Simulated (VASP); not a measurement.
# Hf3Ta2F (P-3m1) in VASP: notebook

Hf3Ta2F is run at these levels: PBE+U, PBE; tasks: single point.

Everything below comes from runs of VASP 6.6.1. Logs are shortened: lines on timing, memory, paths and dates and some standing lists are left out, and cuts for length are marked.

## Step 1: The cell of the first run

The structure is trigonal, space group P-3m1 (No. 164). Conventional cell: a = 3.129 Å, b = 3.129 Å, c = 13.164 Å, α = 90.00°, β = 90.00°, γ = 120.00°. Hf (site symmetry 3m) has 3 F at 2.51 Å and 3 Ta at 2.99 Å and 6 Hf at 3.13 Å within 3.3 Å. Within 4.0 Å of Hf (site symmetry -3m) lie 6 Ta at 3.05 Å and 6 Hf at 3.13 Å. Ta (site symmetry 3m) has 6 Hf at 2.99 to 3.05 Å and 6 Ta at 3.13 Å within 3.9 Å. F (site symmetry -3m) has 6 Hf at 2.51 Å and 6 F at 3.13 Å within 3.3 Å.

## Step 2: Single point, PBE+U

Contents of INCAR:

```
SYSTEM = Hf3Ta2F
PREC = Accurate
ENCUT = 520
EDIFF = 1E-6
ISMEAR = 0
SIGMA = 0.1
LREAL = .FALSE.
LASPH = .TRUE.
NELM = 150
ALGO = Normal
ISIF = 2
LWAVE = .FALSE.
LCHARG = .TRUE.
LMAXMIX = 4
LDAU = .TRUE.
LDAUTYPE = 2
LDAUL = 2 -1 -1
LDAUU = 2 0 0
LDAUJ = 0 0 0
LDAUPRINT = 1
GGA = PE
LELF = .TRUE.
LVHAR = .TRUE.
NBANDS = 38
```

Contents of KPOINTS:

```
Automatic mesh
0
G
  12 12 4
  0 0 0
```

Contents of POSCAR:

```
Hf3Ta2F
1.0
    3.1288325887      0.0000000000      0.0000000000
   -1.5644162943      2.7096485060      0.0000000000
    0.0000000000      0.0000000000     13.1643342420
Hf Ta F
3 2 1
Direct
    0.3333333333      0.6666666667      0.1324821730
    0.0000000000      0.0000000000      0.5000000000
    0.6666666667      0.3333333333      0.8675178270
    0.3333333333      0.6666666667      0.6869098826
    0.6666666667      0.3333333333      0.3130901174
    0.0000000000      0.0000000000      0.0000000000
```

Potentials or basis: VASP PAW PBE potentials, release 64 (Hf_pv, Ta_pv, F).

Command:

```sh
cat potpaw_PBE.64/Hf_pv/POTCAR potpaw_PBE.64/Ta_pv/POTCAR potpaw_PBE.64/F/POTCAR > POTCAR
mpirun -np 1 vasp_std > vasp.out
```

OUTCAR:

```text
SYSTEM = Hf3Ta2F
   PREC = Accurate
   ENCUT = 520
   EDIFF = 1E-6
   ISMEAR = 0
   LREAL = .FALSE.
   LASPH = .TRUE.
   NELM = 150
   ISIF = 2
   GGA = PE

 ion  position               nearest neighbor table
   1  0.333  0.667  0.132-   6 2.51   6 2.51   6 2.51   5 2.99   5 2.99   5 2.99
   2  0.000  0.000  0.500-   4 3.05   5 3.05   4 3.05   5 3.05   5 3.05   4 3.05
   3  0.667  0.333  0.868-   6 2.51   6 2.51   6 2.51   4 2.99   4 2.99   4 2.99
   4  0.333  0.667  0.687-   3 2.99   3 2.99   3 2.99   2 3.05   2 3.05   2 3.05
   5  0.667  0.333  0.313-   1 2.99   1 2.99   1 2.99   2 3.05   2 3.05   2 3.05
   6  0.000  0.000  0.000-   1 2.51   3 2.51   1 2.51   3 2.51   3 2.51   1 2.51

  LATTYP: Found a hexagonal cell.
 ALAT       =     3.1288325887
 C/A-ratio  =     4.2074268497

  Lattice vectors:

 A1 = (   3.1288325887,   0.0000000000,   0.0000000000)
 A2 = (  -1.5644162943,   2.7096485060,   0.0000000000)
 A3 = (   0.0000000000,   0.0000000000,  13.1643342420)

Analysis of symmetry for initial positions (statically):
=====================================================================
 Subroutine PRICEL returns:
 Original cell was already a primitive cell.

 Routine SETGRP: Setting up the symmetry group for a
 hexagonal supercell.

 Subroutine GETGRP returns: Found 12 space group operations
 (whereof 12 operations were pure point group operations)
 out of a pool of 24 trial point group operations.

The static configuration has the point symmetry D_3d.

Analysis of symmetry for dynamics (positions and initial velocities):
=====================================================================
 Subroutine PRICEL returns:
 Original cell was already a primitive cell.

 Routine SETGRP: Setting up the symmetry group for a
 hexagonal supercell.

 Subroutine GETGRP returns: Found 12 space group operations
 (whereof 12 operations were pure point group operations)
 out of a pool of 24 trial point group operations.

The dynamic configuration has the point symmetry D_3d.

 Subroutine INISYM returns: Found 12 space group operations
 (whereof 12 operations are pure point group operations),
 and found     1 'primitive' translations

----------------------------------------------------------------------------------------

                                     Primitive cell

  volume of cell :     111.6077

  direct lattice vectors                    reciprocal lattice vectors
     3.128832589  0.000000000  0.000000000     0.319608024  0.184525778  0.000000000
    -1.564416294  2.709648506  0.000000000     0.000000000  0.369051557  0.000000000
     0.000000000  0.000000000 13.164334242     0.000000000  0.000000000  0.075962824

  length of vectors
     3.128832589  3.128832589 13.164334242     0.369051557  0.369051557  0.075962824

  position of ions in fractional coordinates (direct lattice)
     0.333333333  0.666666667  0.132482173
     0.000000000  0.000000000  0.500000000
     0.666666667  0.333333333  0.867517827
     0.333333333  0.666666667  0.686909883
     0.666666667  0.333333333  0.313090117
     0.000000000  0.000000000  0.000000000

  ion indices of the primitive-cell ions
   primitive index   ion index
                 1           1
                 2           2
                 3           3
                 4           4
                 5           5
                 6           6

----------------------------------------------------------------------------------------

 KPOINTS: Automatic mesh

[... 47 lines left out ...]
  0.000000  0.166667  0.250000      6.000000
 [... further k-points ...]
   k-points           NKPTS =     69   k-points in BZ     NKDIM =     69   number of bands    NBANDS=     38
   number of dos      NEDOS =    301   number of ions     NIONS =      6
   total plane-waves  NPLWV =  56448
   dimension x,y,z NGX =    24 NGY =   24 NGZ =   98
   dimension x,y,z NGXF=    48 NGYF=   48 NGZF=  196
   ions per type =               3   2   1
   NGX,Y,Z   is equivalent  to a cutoff of  12.75, 12.75, 12.38 a.u.
   NGXF,Y,Z  is equivalent  to a cutoff of  25.50, 25.50, 24.75 a.u.
 SYSTEM =  Hf3Ta2F
   PREC   = accura    normal or accurate (medium, high low for compatibility)
   ISTART =      0    job   : 0-new  1-cont  2-samecut
   ICHARG =      2    charge: 1-file 2-atom 10-const
   ISPIN  =      1    spin polarized calculation?
   LNONCOLLINEAR =      F non collinear calculations
   LSORBIT =      F    spin-orbit coupling
   LASPH  =      T    aspherical Exc in radial PAW
   ENCUT  =  520.0 eV  38.22 Ry    6.18 a.u.   5.82  5.82 24.48*2*pi/ulx,y,z
   NELM   =    150;   NELMIN=  2; NELMDL= -5     # of ELM steps
   EDIFF  = 0.1E-05   stopping-criterion for ELM
   LREAL  =      F    real-space projection
   EDIFFG = 0.1E-04   stopping-criterion for IOM
   NSW    =      0    number of steps for IOM
   IBRION =     -1    ionic relax: 0-MD 1-quasi-New 2-CG
   NFREE  =      0    steps in history (QN), initial steepest desc. (CG)
[... 19 lines left out ...]
 LDA+U is selected, type is set to LDAUTYPE =  2
   angular momentum for each species LDAUL =     2   -1   -1
   U (eV)           for each species LDAUU =   2.0  0.0  0.0
   J (eV)           for each species LDAUJ =   0.0  0.0  0.0
   GGA     = PE    functional components
   LHFCALC =     F    Hartree Fock is set to
   AEXX    =    0.0000 exact exchange contribution
   IVDW    =     0    specifies the selected vdW correction
   LEPSILON=     F    determine dielectric tensor
   LRPA    =     F    only Hartree local field effects (RPA)
 non-spin polarized calculation
 Gauss-broadening in eV      SIGMA  =   0.10
  energy-cutoff  :      520.00
  volume of cell :      111.61
 maximum number of plane-waves:      3028
   NGX = 11   NGY = 11   NGZ = 49

atom =   1  type =  1  l = 2

 onsite density matrix

spin component  1
[... 83 lines left out ...]
  o =  0.1107  v =  0.1554  0.7079  0.0000 -0.6691 -0.1645  0.0000  0.0000  0.0000  0.0000  0.0000      0.0000  0.0000  0.0000  0.0000  0.0000  0.0000  0.0000  0.0000  0.0000  0.0000
  o =  0.1107  v =  0.0000  0.0000  0.0000  0.0000  0.0000  0.1554  0.7079  0.0000 -0.6691 -0.1645      0.0000  0.0000  0.0000  0.0000  0.0000  0.0000  0.0000  0.0000  0.0000  0.0000
  o =  0.1107  v = -0.1645  0.6691 -0.0000  0.7079 -0.1554  0.0000  0.0000  0.0000  0.0000  0.0000      0.0000  0.0000  0.0000  0.0000  0.0000  0.0000  0.0000  0.0000  0.0000  0.0000
  o =  0.1107  v =  0.0000  0.0000  0.0000  0.0000  0.0000 -0.1645  0.6691 -0.0000  0.7079 -0.1554      0.0000  0.0000  0.0000  0.0000  0.0000  0.0000  0.0000  0.0000  0.0000  0.0000
  o =  0.1827  v =  0.0000  0.0000  0.0000  0.0000  0.0000 -0.6692  0.1644 -0.0000 -0.1555  0.7078      0.0000  0.0000  0.0000  0.0000  0.0000  0.0000  0.0000  0.0000  0.0000  0.0000
  o =  0.1827  v = -0.6692  0.1644 -0.0000 -0.1555  0.7078  0.0000  0.0000  0.0000  0.0000  0.0000      0.0000  0.0000  0.0000  0.0000  0.0000  0.0000  0.0000  0.0000  0.0000  0.0000
  o =  0.1827  v =  0.7078  0.1555  0.0000  0.1644  0.6692  0.0000  0.0000  0.0000  0.0000  0.0000      0.0000  0.0000  0.0000  0.0000  0.0000  0.0000  0.0000  0.0000  0.0000  0.0000
  o =  0.1827  v =  0.0000  0.0000  0.0000  0.0000  0.0000  0.7078  0.1555  0.0000  0.1644  0.6692      0.0000  0.0000  0.0000  0.0000  0.0000  0.0000  0.0000  0.0000  0.0000  0.0000
  o =  0.1979  v = -0.0000 -0.0000  1.0000 -0.0000 -0.0000  0.0000  0.0000  0.0000  0.0000  0.0000      0.0000  0.0000  0.0000  0.0000  0.0000  0.0000  0.0000  0.0000  0.0000  0.0000
  o =  0.1979  v =  0.0000  0.0000  0.0000  0.0000  0.0000 -0.0000 -0.0000  1.0000 -0.0000 -0.0000      0.0000  0.0000  0.0000  0.0000  0.0000  0.0000  0.0000  0.0000  0.0000  0.0000

 number of electron      58.9999976 magnetization

 Free energy of the ion-electron system (eV)
  ---------------------------------------------------
  ext. energy  EPLUGINS =         0.00000000
  ---------------------------------------------------
  free energy    TOTEN  =       -53.40522162 eV

  energy without entropy =      -53.37654989  energy(sigma->0) =      -53.39088575

 E-fermi :   5.7069     XC(G=0): -11.6925

 val. band max:        5.7068686534   @ k =  -0.1667   0.4167   0.2500
 cond. band min:       5.7069985014   @ k =  -0.0833   0.3333   0.2500
 fundamental gap:      0.0001298480
 Fermi energy:         5.7068915108

 k-point     1 :       0.0000    0.0000    0.0000
  band No.  band energies     occupation
      1     -28.7141      2.00000
      2     -28.6937      2.00000
      3     -28.3316      2.00000
      4     -28.3316      2.00000
      5     -28.3312      2.00000
      6     -28.3312      2.00000
[... 973 lines left out ...]
     37       7.1152      0.00000
     38       7.3499      0.00000

 [... further k-points ...]

------------------------ aborting loop because EDIFF is reached ----------------------------------------

  FORCE on cell =-STRESS in cart. coord.  units (eV):
  Direction    XX          YY          ZZ          XY          YZ          ZX
  --------------------------------------------------------------------------------------
  -------------------------------------------------------------------------------------
  Total        2.6395449      2.6395449      1.7848678      0.0000000      0.0000000      0.0000000
  in kB       37.8918194     37.8918194     25.6225562      0.0000000      0.0000000      0.0000000
  external PRESSURE =      33.8020650 kB  Pullay stress =       0.0000000 kB

 VOLUME and BASIS-vectors are now :
 -----------------------------------------------------------------------------
  energy-cutoff  :      520.00
  volume of cell :      111.61
      direct lattice vectors                 reciprocal lattice vectors
     3.128832589  0.000000000  0.000000000     0.319608024  0.184525778  0.000000000
    -1.564416294  2.709648506  0.000000000     0.000000000  0.369051557  0.000000000
     0.000000000  0.000000000 13.164334242     0.000000000  0.000000000  0.075962824

 POSITION                                       TOTAL-FORCE (eV/Angst)
 -----------------------------------------------------------------------------------
     -0.00000      1.80643      1.74404        -0.000000      0.000000     -0.190312
      0.00000      0.00000      6.58217        -0.000000      0.000000      0.000000
      1.56442      0.90322     11.42029         0.000000     -0.000000      0.190312
     -0.00000      1.80643      9.04271         0.000000     -0.000000     -0.040187
      1.56442      0.90322      4.12162        -0.000000      0.000000      0.040187
      0.00000      0.00000      0.00000        -0.000000      0.000000      0.000000
 -----------------------------------------------------------------------------------
    total drift:                                0.000000     -0.000000      0.000000

  FREE ENERGIE OF THE ION-ELECTRON SYSTEM (eV)
  ---------------------------------------------------
  free  energy   TOTEN  =       -53.4052216169 eV

  energy  without entropy=      -53.3765498930  energy(sigma->0) =      -53.39088575
```

Run time: 6.2 min. Hardware: 1 thread of Intel Xeon 8259CL, shared host; peak memory 0.41 GiB.

Results:

| Item | Value |
| --- | --- |
| Free energy | -53.4052 eV |
| Pressure | 3.4 GPa |
| Largest force | 0.190 eV/Å |
| Band gap on the k mesh | zero (an odd number of electrons rules out a gap without spin polarisation) |

Forces on the atoms (eV/Å):
```
Hf   0.000  0.000 -0.190
Hf   0.000  0.000  0.000
Hf   0.000  0.000  0.190
Ta   0.000  0.000 -0.040
Ta   0.000  0.000  0.040
F    0.000  0.000  0.000
```

Levels at points of the mesh, in eV from the Fermi level:
| k point | band 27 | band 28 | band 29 | band 30 | band 31 | band 32 |
| --- | --- | --- | --- | --- | --- | --- |
| (0.00, 0.00, 0.00) | 0.33 | 0.33 | 0.52 | 0.52 | 0.65 | 0.68 |
| (0.50, 0.00, 0.00) | -1.05 | -0.38 | -0.24 | 0.33 | 0.51 | 0.88 |
| (0.00, 0.00, 0.50) | 0.32 | 0.36 | 0.36 | 0.48 | 0.48 | 0.85 |
| (0.50, 0.00, 0.50) | -0.92 | -0.65 | 0.06 | 0.55 | 0.55 | 0.89 |

Eigenvalues of the final occupation matrices:
| site | spin | trace | eigenvalues |
| --- | --- | --- | --- |
| site 1 d | 1 | 0.78 | 0.11 0.11 0.18 0.18 0.20 |
| site 1 d | 2 | 0.78 | 0.11 0.11 0.18 0.18 0.20 |
| site 2 d | 1 | 0.76 | 0.11 0.11 0.17 0.19 0.19 |
| site 2 d | 2 | 0.76 | 0.11 0.11 0.17 0.19 0.19 |
| site 3 d | 1 | 0.78 | 0.11 0.11 0.18 0.18 0.20 |
| site 3 d | 2 | 0.78 | 0.11 0.11 0.18 0.18 0.20 |

Caveat: the cell stands under pressure; spin-orbit coupling is left out, which moves the levels of the heavy elements; U without spin polarisation on a metal has little footing.

## Step 3: Single point, PBE, collinear spin

This run uses another cell than the first one, of 15.49 Å³/atom.

Contents of INCAR:

```
SYSTEM = Hf3Ta2F
PREC = Accurate
ENCUT = 600
EDIFF = 1E-6
ISMEAR = 0
SIGMA = 0.1
LREAL = .FALSE.
LASPH = .TRUE.
NELM = 200
ALGO = Normal
ISIF = 2
LWAVE = .FALSE.
LCHARG = .TRUE.
ISPIN = 2
MAGMOM = 0 0 0 1 1 0
LORBIT = 11
LMAXMIX = 4
GGA = PE
LELF = .TRUE.
LVHAR = .TRUE.
NBANDS = 42
GGA_COMPAT = .FALSE.
```

Contents of KPOINTS:

```
regular mesh
0
G
  6 6 2
  0 0 0
```

Contents of POSCAR:

```
Hf3Ta2F
1.0
    3.4709215900      0.0000000000      0.0000000000
   -1.7354607900      3.0059062700      0.0000000000
    0.0000000000      0.0000000000      8.9054055200
Hf Ta F
3 2 1
Direct
    0.3333333300      0.6666666700      0.2081069900
    0.0000000000      0.0000000000      0.5000000000
    0.6666666700      0.3333333300      0.7918930100
    0.3333333300      0.6666666700      0.6618250000
    0.6666666700      0.3333333300      0.3381750000
    0.0000000000      0.0000000000      0.0000000000
```

Potentials or basis: VASP PAW PBE potentials, release 64 (Hf_pv, Ta_pv, F).

Command:

```sh
cat potpaw_PBE.64/Hf_pv/POTCAR potpaw_PBE.64/Ta_pv/POTCAR potpaw_PBE.64/F/POTCAR > POTCAR
mpirun -np 1 vasp_std > vasp.out
```

Run time: 6.2 min. Hardware: 1 thread of Oxide Virtual Turin-like, shared host; peak memory 0.29 GiB.

The run converged. Its results:

```
Free energy                                           : -43.3036 eV
Pressure                                              : 72.9 GPa
Largest force                                         : 9.450 eV/Å
Net moment                                            : 0.00 μB per cell
Valence electrons inside the program's atomic spheres : Hf 9.07, 9.58 (each value once); Ta 9.99; F 6.04
```

Forces in eV/Å, atoms in the order of the input:
```
Hf   0.000  0.000 -9.450
Hf   0.000  0.000  0.000
Hf   0.000  0.000  9.450
Ta   0.000  0.000 -3.920
Ta   0.000  0.000  3.920
F    0.000  0.000  0.000
```

Stress tensor (GPa, compression positive):
```
74.86  0.00  0.00
 0.00 74.86  0.00
 0.00  0.00 68.85
```

Levels at points of the mesh, in eV from the Fermi level:
Spin up:
```
           k point  band 28  band 29  band 30  band 31  band 32  band 33
(0.00, 0.00, 0.00)    -2.43    -2.19    -2.19    -0.91    -0.91     0.75
(0.50, 0.00, 0.00)    -0.32     0.03     0.84     1.00     1.02     1.30
(0.00, 0.00, 0.50)    -2.24    -2.24    -1.89    -1.10    -1.10     1.03
(0.50, 0.00, 0.50)    -0.05     0.36     0.40     0.95     1.12     1.14
```
Spin down:
```
           k point  band 27  band 28  band 29  band 30  band 31  band 32  band 33  band 34
(0.00, 0.00, 0.00)    -2.63    -2.43    -2.19    -2.19    -0.91    -0.91     0.76     1.34
(0.50, 0.00, 0.00)    -0.39    -0.32     0.03     0.84     1.01     1.02     1.30     1.47
(0.00, 0.00, 0.50)    -2.84    -2.24    -2.24    -1.89    -1.10    -1.10     1.03     1.49
(0.50, 0.00, 0.50)    -0.37    -0.05     0.36     0.40     0.95     1.12     1.14     1.73
```

Caveat: the stress differs along the axes, from 69 to 75 GPa; spin-orbit coupling is left out, which moves the levels of the heavy elements; forces of over 1 eV/Å act on the atoms, so gaps and moduli don't describe the material at rest.

## Step 4: Single point, PBE, collinear spin

Changes to INCAR since step 3:

```diff
@@ -12,3 +12,3 @@
 LWAVE = .FALSE.
-LCHARG = .TRUE.
+LCHARG = .FALSE.
 ISPIN = 2
@@ -18,4 +18,2 @@
 GGA = PE
-LELF = .TRUE.
-LVHAR = .TRUE.
 NBANDS = 42
```

Contents of KPOINTS:

```
Automatic mesh
0
G
  6 6 2
  0 0 0
```

Contents of POSCAR:

```
Hf3Ta2F
1.0
    3.1250040018      0.0000000000      0.0000000000
   -1.5625020009      2.7063328525      0.0000000000
    0.0000000000      0.0000000000     13.1948283025
Hf Ta F
3 2 1
Direct
    0.3333333333      0.6666666667      0.1351846450
    0.0000000000      0.0000000000      0.5000000000
    0.6666666667      0.3333333333      0.8648153550
    0.3333333333      0.6666666667      0.6848312061
    0.6666666667      0.3333333333      0.3151687939
    0.0000000000      0.0000000000      0.0000000000
```

Command:

```sh
cat potpaw_PBE.64/Hf_pv/POTCAR potpaw_PBE.64/Ta_pv/POTCAR potpaw_PBE.64/F/POTCAR > POTCAR
mpirun -np 1 vasp_std > vasp.out
```

Run time: 10 min. Hardware: 1 thread of Oxide Virtual Turin-like, shared host; peak memory 0.37 GiB.

Results (log left out):

```
Free energy                                           : -57.4871 eV
Pressure                                              : -0.8 GPa
Largest force                                         : 0.045 eV/Å
Net moment                                            : 0.00 μB per cell
Valence electrons inside the program's atomic spheres : Hf 8.34, 8.45 (each value once); Ta 8.74; F 6.06
```

Forces on the atoms (eV/Å):
```
Hf   0.000  0.000 -0.045
Hf   0.000  0.000  0.000
Hf   0.000  0.000  0.045
Ta   0.000  0.000  0.002
Ta   0.000  0.000 -0.002
F    0.000  0.000  0.000
```

Levels at points of the mesh, in eV from the Fermi level:
Spin up:
```
           k point  band 25  band 26  band 27  band 28  band 29  band 30  band 31  band 32  band 33  band 34
(0.00, 0.00, 0.00)    -0.29     0.08     0.33     0.33     0.55     0.55     0.64     0.64     0.73     1.04
(0.50, 0.00, 0.00)    -2.52    -2.00    -1.09    -0.31    -0.15     0.42     0.45     0.84     1.06     1.72
(0.00, 0.00, 0.50)    -0.30     0.10     0.32     0.36     0.36     0.51     0.51     0.80     0.80     0.83
(0.50, 0.00, 0.50)    -2.42    -2.16    -0.92    -0.60     0.21     0.49     0.55     0.87     0.97     1.03
```
Spin down:
```tsv
k point	band 27	band 28	band 29	band 30	band 31	band 32
(0.00, 0.00, 0.00)	0.33	0.33	0.55	0.55	0.64	0.64
(0.50, 0.00, 0.00)	-1.09	-0.31	-0.15	0.42	0.45	0.84
(0.00, 0.00, 0.50)	0.32	0.36	0.36	0.51	0.51	0.80
(0.50, 0.00, 0.50)	-0.92	-0.60	0.21	0.49	0.55	0.87
```

Caveat: the k points lie up to 0.39 Å⁻¹ apart; spin-orbit coupling is left out, which moves the levels of the heavy elements.

## Step 5: Summary

| level | spin | U | cell | k mesh | cutoff (eV) | gap on the mesh (eV) | pressure (GPa) | moment (μB) | largest force (eV/Å) |
| --- | --- | --- | --- | --- | --- | --- | --- | --- | --- |
| PBE+U | off | Hf d U = 2.0 eV | a = 3.129, b = 3.129, c = 13.164 Å, angles 90.0, 90.0, 120.0°, 6 atoms, atomic positions A | 12 × 12 × 4 | 520 | none | 3.4 | - | 0.19 |
| PBE | collinear | - | a = 3.471, b = 3.471, c = 8.905 Å, angles 90.0, 90.0, 120.0°, 6 atoms, atomic positions B | 6 × 6 × 2 | 600 | none | 72.9 | 0.00 | 9.45 |
| PBE | collinear | - | a = 3.125, b = 3.125, c = 13.195 Å, angles 90.0, 90.0, 120.0°, 6 atoms, atomic positions C | 6 × 6 × 2 | 600 | none | -0.8 | 0.00 | 0.04 |

Alike in all rows: task single point; potentials or basis VASP PAW PBE potentials, release 64 (Hf_pv, Ta_pv, F); smearing gaussian 0.1 eV.

Caveats: some runs use coarse meshes; spin-orbit coupling is left out, which moves the levels of the heavy elements; the cell stands under pressure (at least some runs); U without spin polarisation on a metal has little footing (at least some runs); the stress differs along the axes, from 69 to 75 GPa (at least some runs); forces of over 1 eV/Å act on the atoms, so gaps and moduli don't describe the material at rest (at least some runs).

Total energies depend on the potentials used, so only differences within one code and one set of settings carry meaning.

The gap in the log of VASP goes by the Fermi energy; the results here count the filled bands.